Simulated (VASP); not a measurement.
# ZnCdH4 (P6/mmm) in VASP: single point with PBE

Aim: the single point of ZnCdH4 with PBE.

Everything below comes from runs of VASP 6.6.1. Logs are shortened: lines on timing, memory, paths and dates and some standing lists are left out, and cuts for length are marked.

### 1 The cell of the first run

The structure is hexagonal, space group P6/mmm (No. 191). The conventional cell has a = 3.125 Å, b = 3.125 Å, c = 6.749 Å, α = 90.00°, β = 90.00°, γ = 120.00°. Zn (site symmetry 6/mmm) has 12 H at 2.47 Å and 6 Zn at 3.12 Å within 3.3 Å. Within 3.3 Å of Cd (site symmetry 6/mmm) lie 12 H at 2.47 Å and 6 Cd at 3.12 Å. H (site symmetry 3m) has 3 H at 1.80 Å within 2.4 Å.

### 2 Single point, PBE

Contents of INCAR:

```
PREC = Accurate
ENCUT = 520
EDIFF = 1E-6
ISMEAR = 0
SIGMA = 0.1
LREAL = F
LASPH = T
NELM = 80
ALGO = Normal
ISIF = 2
LWAVE = F
LCHARG = F
GGA = PE
NBANDS = 23
```

Contents of KPOINTS:

```
Automatic mesh
0
Gamma
  6 6 4
```

Contents of POSCAR:

```
ZnCdH4
1.0
    3.1245048200      0.0000000000      0.0000000000
   -1.5622524100      2.7059005500      0.0000000000
    0.0000000000      0.0000000000      6.7489304000
Zn Cd H
1 1 4
Direct
    0.0000000000      0.0000000000      0.0000000000
    0.0000000000      0.0000000000      0.5000000000
    0.3333333300      0.6666666700      0.2500000000
    0.3333333300      0.6666666700      0.7500000000
    0.6666666700      0.3333333300      0.2500000000
    0.6666666700      0.3333333300      0.7500000000
```

Potentials or basis: VASP PAW PBE potentials, release 64 (Zn, Cd, H).

Started as:

```
$ cat potpaw_PBE.64/Zn/POTCAR potpaw_PBE.64/Cd/POTCAR potpaw_PBE.64/H/POTCAR > POTCAR
$ mpirun -np 1 vasp_std > vasp.out
```

OUTCAR:

```text
PREC = Accurate
   ENCUT = 520
   EDIFF = 1E-6
   ISMEAR = 0
   LREAL = F
   LASPH = T
   NELM = 80
   ISIF = 2
   GGA = PE

 ion  position               nearest neighbor table
   1  0.000  0.000  0.000-   2 3.37   2 3.37
   2  0.000  0.000  0.500-   1 3.37   1 3.37
   3  0.333  0.667  0.250-
   4  0.333  0.667  0.750-
   5  0.667  0.333  0.250-
   6  0.667  0.333  0.750-

  LATTYP: Found a hexagonal cell.
 ALAT       =     3.1245048200
 C/A-ratio  =     2.1599999964

  Lattice vectors:

 A1 = (   3.1245048200,   0.0000000000,   0.0000000000)
 A2 = (  -1.5622524100,   2.7059005500,   0.0000000000)
 A3 = (   0.0000000000,   0.0000000000,   6.7489304000)

Analysis of symmetry for initial positions (statically):
=====================================================================
 Subroutine PRICEL returns:
 Original cell was already a primitive cell.

 Routine SETGRP: Setting up the symmetry group for a
 hexagonal supercell.

 Subroutine GETGRP returns: Found 24 space group operations
 (whereof 24 operations were pure point group operations)
 out of a pool of 24 trial point group operations.

The static configuration has the point symmetry D_6h.

Analysis of symmetry for dynamics (positions and initial velocities):
=====================================================================
 Subroutine PRICEL returns:
 Original cell was already a primitive cell.

 Routine SETGRP: Setting up the symmetry group for a
 hexagonal supercell.

 Subroutine GETGRP returns: Found 24 space group operations
 (whereof 24 operations were pure point group operations)
 out of a pool of 24 trial point group operations.

The dynamic configuration has the point symmetry D_6h.

 Subroutine INISYM returns: Found 24 space group operations
 (whereof 24 operations are pure point group operations),
 and found     1 'primitive' translations

----------------------------------------------------------------------------------------

                                     Primitive cell

  volume of cell :      57.0595

  direct lattice vectors                    reciprocal lattice vectors
     3.124504820  0.000000000  0.000000000     0.320050714  0.184781366  0.000000000
    -1.562252410  2.705900550  0.000000000     0.000000000  0.369562732  0.000000000
     0.000000000  0.000000000  6.748930400     0.000000000  0.000000000  0.148171627

  length of vectors
     3.124504820  3.124504821  6.748930400     0.369562732  0.369562732  0.148171627

  position of ions in fractional coordinates (direct lattice)
     0.000000000  0.000000000  0.000000000
     0.000000000  0.000000000  0.500000000
     0.333333330  0.666666670  0.250000000
     0.333333330  0.666666670  0.750000000
     0.666666670  0.333333330  0.250000000
     0.666666670  0.333333330  0.750000000

  ion indices of the primitive-cell ions
   primitive index   ion index
                 1           1
                 2           2
                 3           3
                 4           4
                 5           5
                 6           6

----------------------------------------------------------------------------------------

 KPOINTS: Automatic mesh

Automatic generation of k-mesh.
 Grid dimensions read from file:
 generate k-points for:    6    6    4

 Generating k-lattice:

  Cartesian coordinates                     Fractional coordinates (reciprocal lattice)
     0.053341786  0.030796894  0.000000000     0.166666667  0.000000000  0.000000000
     0.000000000  0.061593789  0.000000000     0.000000000  0.166666667  0.000000000
     0.000000000  0.000000000  0.037042907     0.000000000  0.000000000  0.250000000

  Length of vectors
     0.061593789  0.061593789  0.037042907

  Shift w.r.t. Gamma in fractional coordinates (k-lattice)
     0.000000000  0.000000000  0.000000000

 Subroutine IBZKPT returns following result:
 ===========================================

 Found     21 irreducible k-points:

 Following reciprocal coordinates:
            Coordinates               Weight
  0.000000  0.000000  0.000000      1.000000
  0.166667 -0.000000  0.000000      6.000000
  0.333333 -0.000000  0.000000      6.000000
  0.500000 -0.000000  0.000000      3.000000
  0.166667  0.166667  0.000000      6.000000
  0.333333  0.166667  0.000000     12.000000
[... 13 lines left out ...]
  0.333333  0.166667  0.500000     12.000000
  0.333333  0.333333  0.500000      2.000000
   k-points           NKPTS =     21   k-points in BZ     NKDIM =     21   number of bands    NBANDS=     23
   number of dos      NEDOS =    301   number of ions     NIONS =      6
   total plane-waves  NPLWV =  28800
   dimension x,y,z NGX =    24 NGY =   24 NGZ =   50
   dimension x,y,z NGXF=    48 NGYF=   48 NGZF=  100
   ions per type =               1   1   4
   NGX,Y,Z   is equivalent  to a cutoff of  12.77, 12.77, 12.32 a.u.
   NGXF,Y,Z  is equivalent  to a cutoff of  25.54, 25.54, 24.63 a.u.
 SYSTEM =  unknown system
   PREC   = accura    normal or accurate (medium, high low for compatibility)
   ISTART =      0    job   : 0-new  1-cont  2-samecut
   ICHARG =      2    charge: 1-file 2-atom 10-const
   ISPIN  =      1    spin polarized calculation?
   LNONCOLLINEAR =      F non collinear calculations
   LSORBIT =      F    spin-orbit coupling
   LASPH  =      T    aspherical Exc in radial PAW
   ENCUT  =  520.0 eV  38.22 Ry    6.18 a.u.   5.81  5.81 12.55*2*pi/ulx,y,z
   NELM   =     80;   NELMIN=  2; NELMDL= -5     # of ELM steps
   EDIFF  = 0.1E-05   stopping-criterion for ELM
   LREAL  =      F    real-space projection
   EDIFFG = 0.1E-04   stopping-criterion for IOM
   NSW    =      0    number of steps for IOM
   IBRION =     -1    ionic relax: 0-MD 1-quasi-New 2-CG
   NFREE  =      0    steps in history (QN), initial steepest desc. (CG)
   ISIF   =      2    stress and relaxation
   ISYM   =      2    0-nonsym 1-usesym 2-fastsym
   POTIM  = 0.5000    time-step for ionic-motion
   TEBEG  =    0.0;   TEEND  =   0.0 temperature during run
   PSTRESS=    0.0 pullay stress
   NELECT =      28.0000    total number of electrons
   NUPDOWN=      -1.0000    fix difference up-down
   EMIN   =  10.00;   EMAX   =-10.00  energy-range for DOS
   EFERMI =   0.00;   METHOD = LEGACY
   ISMEAR =     0;   SIGMA  =   0.10  broadening in eV -4-tet -1-fermi 0-gaus
   EFERMI_NEDOS =   21; number of points for ismear=-14 and -15
   IALGO  =     38    algorithm
   IMIX   =      4    mixing-type and parameters
     AMIX     =   0.40;   BMIX     =  1.00
     AMIX_MAG =   1.60;   BMIX_MAG =  1.00
  volume/ion in A,a.u.               =       9.51        64.18
  Fermi-wavevector in a.u.,A,eV,Ry     =   1.291273  2.440153 22.686175  1.667387
  Thomas-Fermi vector in A             =   2.423053
   LORBIT       =      0    0 simple, 1 ext, 2 COOP (PROOUT), +10 PAW based schemes
   GGA     = PE    functional components
   LHFCALC =     F    Hartree Fock is set to
   AEXX    =    0.0000 exact exchange contribution
   IVDW    =     0    specifies the selected vdW correction
   LEPSILON=     F    determine dielectric tensor
   LRPA    =     F    only Hartree local field effects (RPA)
 non-spin polarized calculation
 Gauss-broadening in eV      SIGMA  =   0.10
  energy-cutoff  :      520.00
  volume of cell :       57.06
 maximum number of plane-waves:      1548
 NGX is ok and might be reduce to    24
   NGX = 11   NGY = 11   NGZ = 25

 number of electron      27.9999991 magnetization

 Free energy of the ion-electron system (eV)
  ---------------------------------------------------
  ext. energy  EPLUGINS =         0.00000000
  ---------------------------------------------------
  free energy    TOTEN  =       -10.13395138 eV

  energy without entropy =      -10.12383304  energy(sigma->0) =      -10.12889221

 E-fermi :   1.7976     XC(G=0): -10.5000

 val. band max:        1.7773301356   @ k =   0.3333   0.1667   0.2500
 cond. band min:       2.0165258555   @ k =   0.3333  -0.0000   0.2500
 fundamental gap:      0.2391957199
 Fermi energy:         1.7976352778

 k-point     1 :       0.0000    0.0000    0.0000
  band No.  band energies     occupation
      1      -8.5326      2.00000
      2      -7.4453      2.00000
      3      -7.1118      2.00000
      4      -7.1118      2.00000
      5      -6.5999      2.00000
      6      -6.5999      2.00000
[... 15 lines left out ...]
     22      15.4108      0.00000
     23      15.7114      0.00000

 k-point     2 :       0.1667   -0.0000    0.0000
  band No.  band energies     occupation
      1      -7.9859      2.00000
      2      -7.3322      2.00000
      3      -7.1141      2.00000
      4      -7.1089      2.00000
      5      -6.9273      2.00000
      6      -6.6331      2.00000
[... 15 lines left out ...]
     22      14.5218      0.00000
     23      15.1781      0.00000

 k-point     3 :       0.3333   -0.0000    0.0000
  band No.  band energies     occupation
      1      -7.5841      2.00000
      2      -7.4614      2.00000
      3      -6.9632      2.00000
      4      -6.6992      2.00000
      5      -6.5345      2.00000
      6      -6.0988      2.00000
[... 15 lines left out ...]
     22      12.3456      0.00000
     23      13.8287      0.00000

 k-point     4 :       0.5000   -0.0000    0.0000
  band No.  band energies     occupation
      1      -7.6973      2.00000
      2      -7.5763      2.00000
      3      -6.7455      2.00000
      4      -6.7320      2.00000
      5      -6.3244      2.00000
      6      -5.3528      2.00000
[... 15 lines left out ...]
     22      11.5339      0.00000
     23      13.3713      0.00000

 k-point     5 :       0.1667    0.1667    0.0000
  band No.  band energies     occupation
      1      -7.3551      2.00000
      2      -7.2959      2.00000
      3      -7.1308      2.00000
      4      -7.1027      2.00000
      5      -6.7302      2.00000
      6      -6.3192      2.00000
[... 15 lines left out ...]
     22      11.8152      0.00000
     23      16.8175      0.00000

 k-point     6 :       0.3333    0.1667    0.0000
  band No.  band energies     occupation
      1      -7.4600      2.00000
      2      -7.4504      2.00000
      3      -6.8685      2.00000
      4      -6.8054      2.00000
      5      -6.6398      2.00000
      6      -5.2548      2.00000
[... 15 lines left out ...]
     22      10.8982      0.00000
     23      15.1243      0.00000

 k-point     7 :       0.3333    0.3333    0.0000
  band No.  band energies     occupation
      1      -7.2076      2.00000
      2      -7.2076      2.00000
      3      -7.0428      2.00000
      4      -7.0428      2.00000
      5      -6.7340      2.00000
      6      -5.1355      2.00000
[... 275 lines left out ...]
     22      10.3413      0.00000
     23      15.9606      0.00000

 k-point    18 :       0.5000   -0.0000    0.5000
  band No.  band energies     occupation
      1      -7.6939      2.00000
      2      -7.5715      2.00000
      3      -6.7303      2.00000
      4      -6.7039      2.00000
      5      -6.3244      2.00000
      6      -5.5086      2.00000
[... 15 lines left out ...]
     22       9.5437      0.00000
     23      16.2636      0.00000

 k-point    19 :       0.1667    0.1667    0.5000
  band No.  band energies     occupation
      1      -7.4516      2.00000
      2      -7.2953      2.00000
      3      -7.1032      2.00000
      4      -6.8653      2.00000
      5      -6.7289      2.00000
      6      -6.1064      2.00000
[... 15 lines left out ...]
     22      11.9638      0.00000
     23      15.9465      0.00000

 k-point    20 :       0.3333    0.1667    0.5000
  band No.  band energies     occupation
      1      -7.4650      2.00000
      2      -7.4478      2.00000
      3      -6.8686      2.00000
      4      -6.7843      2.00000
      5      -6.6199      2.00000
      6      -5.4126      2.00000
[... 15 lines left out ...]
     22      10.5882      0.00000
     23      15.6728      0.00000

 k-point    21 :       0.3333    0.3333    0.5000
  band No.  band energies     occupation
      1      -7.2062      2.00000
      2      -7.2062      2.00000
      3      -7.0420      2.00000
      4      -7.0420      2.00000
      5      -6.7097      2.00000
      6      -5.1774      2.00000
[... 15 lines left out ...]
     22       8.3370      0.00000
     23      18.5756      0.00000

------------------------ aborting loop because EDIFF is reached ----------------------------------------

  FORCE on cell =-STRESS in cart. coord.  units (eV):
  Direction    XX          YY          ZZ          XY          YZ          ZX
  --------------------------------------------------------------------------------------
  -------------------------------------------------------------------------------------
  Total       -2.0247178     -2.0247178     -1.0170175      0.0000000     -0.0000000      0.0000000
  in kB      -56.8521769    -56.8521769    -28.5568971      0.0000000     -0.0000000      0.0000000
  external PRESSURE =     -47.4204170 kB  Pullay stress =       0.0000000 kB

 VOLUME and BASIS-vectors are now :
 -----------------------------------------------------------------------------
  energy-cutoff  :      520.00
  volume of cell :       57.06
      direct lattice vectors                 reciprocal lattice vectors
     3.124504820  0.000000000  0.000000000     0.320050714  0.184781366  0.000000000
    -1.562252410  2.705900550  0.000000000     0.000000000  0.369562732  0.000000000
     0.000000000  0.000000000  6.748930400     0.000000000  0.000000000  0.148171627

 POSITION                                       TOTAL-FORCE (eV/Angst)
 -----------------------------------------------------------------------------------
      0.00000      0.00000      0.00000         0.000000      0.000000      0.000000
      0.00000      0.00000      3.37447         0.000000      0.000000      0.000000
     -0.00000      1.80393      1.68723        -0.000000     -0.000000     -0.225168
     -0.00000      1.80393      5.06170        -0.000000      0.000000      0.225168
      1.56225      0.90197      1.68723         0.000000      0.000000     -0.225168
      1.56225      0.90197      5.06170         0.000000      0.000000      0.225168
 -----------------------------------------------------------------------------------
    total drift:                                0.000000     -0.000000      0.000000

  FREE ENERGIE OF THE ION-ELECTRON SYSTEM (eV)
  ---------------------------------------------------
  free  energy   TOTEN  =       -10.1339513756 eV

  energy  without entropy=      -10.1238330390  energy(sigma->0) =      -10.12889221
```

It took 11 s on 1 thread of Intel Xeon 6975P-C (Granite Rapids), shared host; peak memory 0.18 GiB.

What came out:

* Free energy: -10.1340 eV
* Pressure: -4.7 GPa
* Largest force: 0.225 eV/Å
* Band gap on the k mesh: zero (band 14 reaches 4.51 eV, above the bottom of band 15 at 0.59 eV)

Forces in eV/Å, atoms in the order of the input:
```
Zn   0.000  0.000  0.000
Cd   0.000  0.000  0.000
H    0.000  0.000 -0.225
H    0.000  0.000  0.225
H    0.000  0.000 -0.225
H    0.000  0.000  0.225
```

Stress tensor (GPa, compression positive):
```
-5.69  0.00  0.00
 0.00 -5.69  0.00
 0.00  0.00 -2.86
```

Levels at points of the mesh, in eV from the Fermi level:
```
           k point  band 12  band 13  band 14  band 15  band 16  band 17
(0.00, 0.00, 0.00)    -6.67    -4.81     2.71     4.28     4.50     4.83
(0.50, 0.00, 0.00)    -3.59    -2.85    -2.28    -0.05     0.74     3.66
(0.00, 0.00, 0.50)    -6.67    -2.13    -1.66     4.49     4.60     9.19
(0.50, 0.00, 0.50)    -4.45    -3.31    -2.99     2.17     2.70     2.93
```

Caveat: the k points lie up to 0.39 Å⁻¹ apart.
